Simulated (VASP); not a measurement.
Wanted: the native input for a VASP 6.6.1 run.

```
Task                   : single point
Functional             : PBE
Potentials or basis    : VASP PAW PBE potentials, release 64 (Zr_sv, B)
Cutoff                 : 520 eV
k mesh                 : 12 × 12 × 12
Occupations            : gaussian, width 0.05 eV
Spin                   : no spin polarisation
Dipole correction      : no
Further INCAR settings : ALGO = Normal; EDIFF = 1e-07; NBANDS = 14
```

The structure of ZrB lies in POSCAR:

```
ZrB
1.0
    0.0122606086      2.4521217160      2.4521217160
    2.4643823246      0.0000000000      2.4643823246
    2.4521217160      2.4521217160      0.0122606086
Zr B
1 1
Direct
    0.5000000000      0.5000000000      0.5000000000
    0.0000000000      0.0000000000      0.0000000000
```

These files were run (other wordings do the same):

INCAR

```
SYSTEM = ZrB
  ALGO = Normal
  EDIFF = 1E-7
  ENCUT = 520
  GGA = PE
  ISIF = 2
  ISMEAR = 0
  LASPH = .True.
  LCHARG = .False.
  LREAL = .False.
  LWAVE = .False.
  NBANDS = 14
  NELM = 60
  PREC = Accurate
  SIGMA = 0.05
```

KPOINTS

```
k-points
0
Gamma
  12 12 12
  0 0 0
```

Potentials or basis: VASP PAW PBE potentials, release 64 (Zr_sv, B).

Command:

```sh
$ cat potpaw_PBE.64/Zr_sv/POTCAR potpaw_PBE.64/B/POTCAR > POTCAR
$ mpirun -np 1 vasp_std > vasp.out
```

It gave:

* Pressure: 0.1 GPa
* Band gap on the k mesh: zero (an odd number of electrons rules out a gap without spin polarisation)

Caveat: an odd number of electrons without spin polarisation forces a metal; a magnetic or distorted state may lie lower.

Wall time 3 min on 1 thread of Intel Xeon 8259CL, on a shared host, peak memory 0.26 GiB.
